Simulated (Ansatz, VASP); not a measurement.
# C: VASP beside Ansatz

File POSCAR:

```
C
1.0
    2.5028470832      0.0000000000      0.0000000000
   -1.2514235416      2.1675291559      0.0000000000
    0.0000000000      0.0000000000      4.2313878940
C
4
Direct
    0.3333333333      0.6666666667     -0.0004326141
    0.6666666667      0.3333333333      0.4995673859
    0.3333333333      0.6666666667      0.3744326141
    0.6666666667      0.3333333333      0.8744326141
```

Contents of INCAR.step1:

```
ALGO = Normal ; EDIFF = 1E-4
ENCUT = 520 ; GGA = PE
ISMEAR = 0 ; LASPH = True
LCHARG = False ; LREAL = False
LWAVE = True ; NELM = 60
PREC = Accurate ; SIGMA = 0.02
```

The input INCAR.step2:

```
ALGO = Normal ; EDIFF = 1E-7
EDIFFG = -0.002 ; ENCUT = 520
IBRION = 2 ; ISIF = 2
ISMEAR = 0 ; ISTART = 1
LASPH = True ; LCHARG = False
LMIXTAU = True ; LREAL = False
LWAVE = False ; METAGGA = R2SCAN
NELM = 60 ; NSW = 60
PREC = Accurate ; SIGMA = 0.02
```

File KPOINTS:

```
k-points
0
Gamma
  9 9 6
```

Input for Ansatz:

```yaml
crystal:
  lattice:
    - [2.5028470832, 0.0, 0.0]
    - [-1.2514235416, 2.1675291559, 0.0]
    - [0.0, 0.0, 4.231387894]
  atoms:
    - { symbol: C, position: [0.3333333333, 0.6666666667, -0.0004326141] }
    - { symbol: C, position: [0.6666666667, 0.3333333333, 0.4995673859] }
    - { symbol: C, position: [0.3333333333, 0.6666666667, 0.3744326141] }
    - { symbol: C, position: [0.6666666667, 0.3333333333, 0.8744326141] }
basis:
  ecutwfc: 500
kpoints:
  mp_grid: { grid: [9, 9, 6] }
hamiltonian:
  xc: r2scan
  pseudopotentials: { kind: paw, azcp: { folder: soft_1 } }
scf:
  occupations: { method: gaussian, width: 0.02 }
output:
  forces: true
  stress: true
  eigenvalues: true
relax:
  adjacent_minimum: "off"
  f_tol: 0.002
  max_steps: 40
```

Change from the starting cell: strained cell.

Alike in both runs: task relaxation of the atoms; functional r2SCAN; k mesh 9 × 9 × 6; occupations gaussian, width 0.02 eV; no spin polarisation.

```csv
,VASP,Ansatz
version,VASP 6.6.1,Ansatz 0.2.0
potentials or method,"VASP PAW PBE potentials, release 64 (C), cutoff 520 eV","scalar-relativistic, plane waves, PAW"
valence electrons in the cell,16,16
```

Ansatz gave:

```
gap on the k mesh at the Fermi level, each at its own relaxed structure (eV) : 3.67
```

Task: Estimate VASP's values.

Result: gap on the k mesh at the Fermi level, each at its own relaxed structure (eV): 3.62.

VASP's potentials were made for PBE, not for r2SCAN. Ansatz's warnings: stress scf threshold loose.
